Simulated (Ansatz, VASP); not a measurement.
# TePb in VASP and in Ansatz

File INCAR:

```
SYSTEM = TePb
ALGO = Normal
EDIFF = 1E-6
ENCUT = 520
GGA = PE
ISIF = 2
ISMEAR = -1
LASPH = .True.
LCHARG = .True.
LELF = .True.
LREAL = .False.
LVHAR = .True.
LWAVE = .False.
NBANDS = 17
NELM = 80
PREC = Accurate
SIGMA = 0.1
```

The input KPOINTS:

```
k-points
0
Gamma
  12 12 12
  0 0 0
```

File POSCAR:

```
TePb
1.0
    0.0000000000      2.9155354745      2.9155354745
    2.9155354745      0.0000000000      2.9155354745
    2.9155354745      2.9155354745      0.0000000000
Pb Te
1 1
Direct
    0.0000000000      0.0000000000      0.0000000000
    0.5000000000      0.5000000000      0.5000000000
```

Input for Ansatz:

```yaml
crystal:
  lattice:
    - [0.0, 2.9155354745, 2.9155354745]
    - [2.9155354745, 0.0, 2.9155354745]
    - [2.9155354745, 2.9155354745, 0.0]
  atoms:
    - { symbol: Pb, position: [0.0, 0.0, 0.0] }
    - { symbol: Te, position: [0.5, 0.5, 0.5] }
kpoints:
  mp_grid: { grid: [12, 12, 12] }
scf:
  occupations: { method: fermi_dirac, width: 0.1 }
hamiltonian:
  xc: pbe
  pseudopotentials: { kind: paw }
output:
  forces: true
  stress: true
  eigenvalues: true
```

Change from the starting cell: volume scaled by 0.7, to set the pressure.

Alike in both runs: task single point; functional PBE; k mesh 12 × 12 × 12; occupations fermi-dirac, width 0.1 eV; no spin polarisation.

|  | VASP | Ansatz |
| --- | --- | --- |
| version | VASP 6.6.1 | Ansatz 0.2.0 |
| potentials or method | VASP PAW PBE potentials, release 64 (Pb_d, Te) | PAW with Ansatz's default frozen-core files, scalar-relativistic |
| plane-wave cutoff (eV) | 520 | 420 |
| valence electrons in the cell | 20 | 30 |

```tsv
	VASP	Ansatz	Ansatz less VASP
pressure (GPa)	30.7	30.7	+0.05
```

Both programs put the cell under a high pressure, so it lies far from rest at this level. VASP's potentials hold 20 valence electrons a cell and Ansatz's 30, so a difference there can come from the potentials and not from the codes.

Neither program's run includes spin-orbit coupling.
